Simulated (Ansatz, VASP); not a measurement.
# One calculation of TiAl3, two programs

The input INCAR:

```
PREC = Accurate
ENCUT = 520
EDIFF = 1E-7
ISMEAR = 0
SIGMA = 0.15
LREAL = False
LASPH = True
NELM = 100
ALGO = Fast
ISIF = 2
LWAVE = False
LCHARG = False
NBANDS = 18
```

KPOINTS

```
Automatic mesh
0
Gamma
  16 16 16
```

POSCAR

```
TiAl3
1.0
   -1.9328145807      1.9328145807      4.7015714675
    1.9328145807     -1.9328145807      4.7015714675
    1.9328145807      1.9328145807     -4.7015714675
Ti Al
1 3
Direct
    0.0000000000      0.0000000000      0.0000000000
    0.5000000000      0.5000000000      0.0000000000
    0.7500000000      0.2500000000      0.5000000000
    0.2500000000      0.7500000000      0.5000000000
```

Input for Ansatz:

```yaml
crystal:
  lattice:
    - [-1.9328145807, 1.9328145807, 4.7015714675]
    - [1.9328145807, -1.9328145807, 4.7015714675]
    - [1.9328145807, 1.9328145807, -4.7015714675]
  atoms:
    - { symbol: Ti, position: [0.0, 0.0, 0.0] }
    - { symbol: Al, position: [0.5, 0.5, 0.0] }
    - { symbol: Al, position: [0.75, 0.25, 0.5] }
    - { symbol: Al, position: [0.25, 0.75, 0.5] }
basis:
  ecutwfc: 520.0
kpoints:
  mp_grid: { grid: [16, 16, 16] }
hamiltonian:
  xc: lda
  pseudopotentials: { kind: paw, azcp: { folder: soft_1 } }
scf:
  occupations: { method: gaussian, width: 0.15 }
output:
  forces: true
  stress: true
  eigenvalues: true
```

Alike in both runs: task single point; functional LDA; k mesh 16 × 16 × 16; occupations gaussian, width 0.15 eV; no spin polarisation.

```csv
,VASP,Ansatz
version,VASP 6.6.1,Ansatz 0.2.0
potentials or method,"VASP PAW LDA potentials, release 64 (Ti_sv, Al), cutoff 520 eV","scalar-relativistic, plane waves, PAW"
valence electrons in the cell,21,21
```

Ansatz gave:

```
gap on the k mesh at the Fermi level (eV)                     : none
pressure (GPa)                                                : -11.9
traceless stress, the component that is largest in VASP (GPa) : -6.88
```

Task: Which values does VASP return?

Result: gap on the k mesh at the Fermi level (eV): none; pressure (GPa): -11.8; traceless stress, the component that is largest in VASP (GPa): -6.90.

Ansatz warns that its potentials were made for another functional, while VASP's fit it. LDA's correlation is that of Perdew and Zunger in VASP and of Perdew and Wang (1992) in Ansatz. A gap of «none» marks a metal or a gap that the smearing closes.
